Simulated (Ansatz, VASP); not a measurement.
**Be: VASP beside Ansatz**

```xyz
1
Lattice="0.0000 1.5784 1.5784 1.5784 0.0000 1.5784 1.5784 1.5784 0.0000" Properties=species:S:1:pos:R:3 pbc="T T T"
Be    1.5784    1.5784    1.5784
```

Alike in both runs: functional PBE; k mesh 30 × 30 × 30; occupations gaussian, width 0.1 eV; no spin polarisation.

Ansatz relaxed the structure, and its values are those at the end. VASP's run is a single point on that final structure, the one shown.

|  | VASP | Ansatz |
| --- | --- | --- |
| version | VASP 6.6.1 | Ansatz 0.2.0 |
| potentials or method | VASP PAW PBE potentials, release 64 (Be), cutoff 520 eV | scalar-relativistic, plane waves, PAW |
| valence electrons in the cell | 2 | 2 |

Ansatz gave:

| Quantity | Value |
| --- | --- |
| gap on the k mesh at the Fermi level (eV) | none |
| pressure (GPa) | 0.0 |

Which values does VASP return?

gap on the k mesh at the Fermi level (eV): none; pressure (GPa): 0.1.

A gap of «none» marks a metal or a gap that the smearing closes. The functional is the same, so the differences come from potentials, cutoffs and numerics.
